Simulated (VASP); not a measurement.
Mo:

```
CELL_PARAMETERS angstrom
-1.57342 1.57342 1.57342
1.57342 -1.57342 1.57342
1.57342 1.57342 -1.57342
ATOMIC_POSITIONS crystal
Mo 0.00000 0.00000 0.00000
```

```yaml
Program: VASP 6.6.1
Task: relaxation of volume and atoms at fixed shape
Functional: PBEsol
Potentials_or_basis: VASP PAW PBE potentials, release 64 (Mo_sv)
Cutoff: 500 eV
k_mesh: 10 × 10 × 10
Occupations: methfessel-paxton, width 0.1 eV
Spin: no spin polarisation
```

At the start: pressure -4.6 GPa; volume 15.58 Å³/atom.

Q: Where does the relaxation end?

A: Over 3 steps the energy falls by 3.9 meV/atom and the volume is 15.32 Å³/atom (-1.7 %); space group Im-3m (No. 229, to 0.1 Å) before and after.

The path:
```csv
step,energy change (eV),largest force (eV/Å),pressure (GPa),volume (Å³)
1,0.0000,0.0000,-4.60,15.58
2,0.0287,0.0000,15.05,14.59
3,-0.0039,0.0000,-0.12,15.32
```

Final structure:
```xyz
1
Lattice="-1.5647 1.5647 1.5647 1.5647 -1.5647 1.5647 1.5647 1.5647 -1.5647" Properties=species:S:1:pos:R:3 pbc="T T T"
Mo    0.0000    0.0000    0.0000
```

Caveat: the PAW data sets were made with another functional, which shifts forces and pressure a little.
